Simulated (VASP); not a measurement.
Wanted: the native input for a VASP 6.6.1 run.

| Property | Result |
| --- | --- |
| Task | single point |
| Functional | PBE |
| Potentials or basis | VASP PAW PBE potentials, release 64 (Ti_sv, Co) |
| Cutoff | 600 eV |
| k mesh | 2 × 2 × 2 |
| Occupations | gaussian, width 0.1 eV |
| Spin | collinear spin, ferromagnetic start |
| Starting moments | [0.0, 0.6] μB |
| Hubbard terms | Ti d U = 2.7 eV |
| Dipole correction | no |
| Further INCAR settings | ALGO = Normal; EDIFF = 1e-06; NBANDS = 22 |

The structure of TiCo lies in POSCAR:

```
TiCo
1.0
    2.9861109900      0.0000000000      0.0000000000
    0.0000000000      2.9861109900      0.0000000000
    0.0000000000      0.0000000000      2.9861109900
Ti Co
1 1
Direct
    0.0000000000      0.0000000000      0.0000000000
    0.5000000000      0.5167441867      0.5000000000
```

These files were run (other wordings do the same):

INCAR

```
PREC = Accurate
ENCUT = 600
EDIFF = 1E-6
ISMEAR = 0
SIGMA = 0.1
LREAL = False
LASPH = True
NELM = 200
ALGO = Normal
ISIF = 2
LWAVE = False
LCHARG = True
ISPIN = 2
MAGMOM = 0 0.6
LORBIT = 11
LMAXMIX = 4
LDAU = True
LDAUTYPE = 2
LDAUL = 2 -1
LDAUU = 2.7 0
LDAUJ = 0 0
LDAUPRINT = 1
GGA = PE
LELF = True
LVHAR = True
NBANDS = 22
GGA_COMPAT = False
```

KPOINTS

```
regular mesh
0
Gamma
  2 2 2
```

Potentials or basis: VASP PAW PBE potentials, release 64 (Ti_sv, Co).

Launch:

```sh
$ cat potpaw_PBE.64/Ti_sv/POTCAR potpaw_PBE.64/Co/POTCAR > POTCAR
$ mpirun -np 1 vasp_std > vasp.out
```

It gave:

- Pressure: 9.0 GPa
- Largest force: 0.310 eV/Å
- Net moment: 1.75 μB per cell
- Site moments: Ti +0.00; Co +1.54 μB
- Valence electrons inside the program's atomic spheres: Ti 10.29; Co 8.31

Caveat: the k points lie up to 1.05 Å⁻¹ apart; the U is typed as a test and isn't derived for this compound.

It took 27 s on 1 thread of Intel(R) Xeon(R) Platinum 8375C CPU @ 2.90GHz (Ice Lake), on a shared host, peak memory 0.15 GiB.
